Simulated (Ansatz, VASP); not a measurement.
**Sn2PbS3 in VASP and in Ansatz**

The input INCAR:

```
  PREC = Accurate
  ENCUT = 520
  EDIFF = 1E-6
  ISMEAR = 0
  SIGMA = 0.1
  LREAL = F
  LASPH = T
  NELM = 60
  ALGO = Normal
  ISIF = 2
  LWAVE = F
  LCHARG = F
  GGA = PE
  NBANDS = 72
```

The input KPOINTS:

```
regular mesh
0
Gamma
  2 2 4
```

Contents of POSCAR:

```
Sn2PbS3
1.0
    6.1637666649     -5.9606311905      0.0000000000
    6.1637666649      5.9606311905      0.0000000000
    0.0000000000      0.0000000000      4.3402358640
Sn Pb S
4 2 6
Direct
    0.5407267951      0.7942200740      0.7027796259
    0.2057799260      0.4592732049      0.7027796259
    0.7942200740      0.5407267951      0.2027796259
    0.4592732049      0.2057799260      0.2027796259
    0.8679418682      0.1320581318      0.7278631215
    0.1320581318      0.8679418682      0.2278631215
    0.6435144622      0.3564855378      0.7967828944
    0.3235585934      0.0141921693      0.7850132793
    0.9858078307      0.6764414066      0.7850132793
    0.3564855378      0.6435144622      0.2967828944
    0.0141921693      0.3235585934      0.2850132793
    0.6764414066      0.9858078307      0.2850132793
```

Input for Ansatz:

```yaml
crystal:
  lattice:
    - [6.1637666649, -5.9606311905, 0.0]
    - [6.1637666649, 5.9606311905, 0.0]
    - [0.0, 0.0, 4.340235864]
  atoms:
    - { symbol: Sn, position: [0.5407267951, 0.794220074, 0.7027796259] }
    - { symbol: Sn, position: [0.205779926, 0.4592732049, 0.7027796259] }
    - { symbol: Sn, position: [0.794220074, 0.5407267951, 0.2027796259] }
    - { symbol: Sn, position: [0.4592732049, 0.205779926, 0.2027796259] }
    - { symbol: Pb, position: [0.8679418682, 0.1320581318, 0.7278631215] }
    - { symbol: Pb, position: [0.1320581318, 0.8679418682, 0.2278631215] }
    - { symbol: S, position: [0.6435144622, 0.3564855378, 0.7967828944] }
    - { symbol: S, position: [0.3235585934, 0.0141921693, 0.7850132793] }
    - { symbol: S, position: [0.9858078307, 0.6764414066, 0.7850132793] }
    - { symbol: S, position: [0.3564855378, 0.6435144622, 0.2967828944] }
    - { symbol: S, position: [0.0141921693, 0.3235585934, 0.2850132793] }
    - { symbol: S, position: [0.6764414066, 0.9858078307, 0.2850132793] }
basis:
  ecutwfc: 420
kpoints:
  mp_grid: { grid: [2, 2, 4] }
hamiltonian:
  xc: pbe
scf:
  occupations: { method: gaussian, width: 0.1 }
  lower_state_search: "off"
output:
  forces: true
  stress: true
  eigenvalues: true
```

Change from the starting cell: the structure that the rattled cell fell into.

Alike in both runs: task single point; functional PBE; k mesh 2 × 2 × 4; occupations gaussian, width 0.1 eV; no spin polarisation.

|  | VASP | Ansatz |
| --- | --- | --- |
| version | VASP 6.6.1 | Ansatz 0.2.0 |
| potentials or method | VASP PAW PBE potentials, release 64 (Sn_d, Pb_d, S), cutoff 520 eV | scalar-relativistic, plane waves, PAW |
| valence electrons in the cell | 120 | 120 |

Ansatz gave:

- gap on the k mesh at the Fermi level (eV): 1.16
- least direct gap on the mesh (eV): 1.21
- pressure (GPa): 0.0
- traceless stress, the component that is largest in VASP (GPa): 0.12
- rms of the force components (eV/Å): 0.009

Question: Which values does VASP return?

Answer: gap on the k mesh at the Fermi level (eV): 1.15; least direct gap on the mesh (eV): 1.21; pressure (GPa): -0.1; traceless stress, the component that is largest in VASP (GPa): 0.11; rms of the force components (eV/Å): 0.009.

Atom by atom the forces differ by 0.003 eV/Å (rms over components). With one functional, cell and mesh, what is left measures potentials, basis and numerics.

Spin-orbit coupling is off throughout.
